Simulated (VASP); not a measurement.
Wanted: the native input for a VASP 6.6.1 run.

- Task: single point
- Functional: PBE
- Potentials or basis: VASP PAW PBE potentials, release 64 (Ti_sv, O)
- Cutoff: 520 eV
- k mesh: 9 × 7 × 1
- Occupations: gaussian, width 0.1 eV
- Spin: no spin polarisation
- Dipole correction: yes
- Further INCAR settings: ALGO = Normal; EDIFF = 1e-06; NBANDS = 35

The structure of Ti4O lies in POSCAR:

```
Ti4O
1.0
    2.9075446938      0.0000000000      0.0000000000
    0.0000000000      4.1118891392      0.0000000000
    0.0000000000      0.0000000000     19.6535692687
Ti O
4 1
Direct
    0.5000000000      0.5000000000      0.2035253722
    0.0000000000      0.0000000000      0.2774952616
    0.5000000000      0.5000000000      0.3439484703
    0.0000000000      0.0000000000      0.4148645550
    0.0000000000      0.0000000000      0.4968263445
```

These files were run (other wordings do the same):

INCAR

```
SYSTEM = Ti4O
  PREC = Accurate
  ENCUT = 520
  EDIFF = 1E-6
  ISMEAR = 0
  SIGMA = 0.1
  LREAL = .False.
  LASPH = .True.
  NELM = 60
  ALGO = Normal
  ISIF = 2
  LWAVE = .False.
  LCHARG = .False.
  LDIPOL = .True.
  IDIPOL = 3
  DIPOL = 0.5 0.5 0.347
  GGA = PE
  NBANDS = 35
```

KPOINTS

```
regular mesh
0
Gamma
  9 7 1
  0 0 0
```

Potentials or basis: VASP PAW PBE potentials, release 64 (Ti_sv, O).

Command:

```console
$ cat potpaw_PBE.64/Ti_sv/POTCAR potpaw_PBE.64/O/POTCAR > POTCAR
$ mpirun -np 1 vasp_std > vasp.out
```

It gave:

The largest force is 1.127 eV/Å. The band gap on the k mesh is zero (band 27 reaches -0.86 eV, above the bottom of band 28 at -1.49 eV).

Run time: 2.4 min on 1 thread of Intel(R) Xeon(R) 6975P-C (Granite Rapids), on a shared host, peak memory 0.39 GiB.
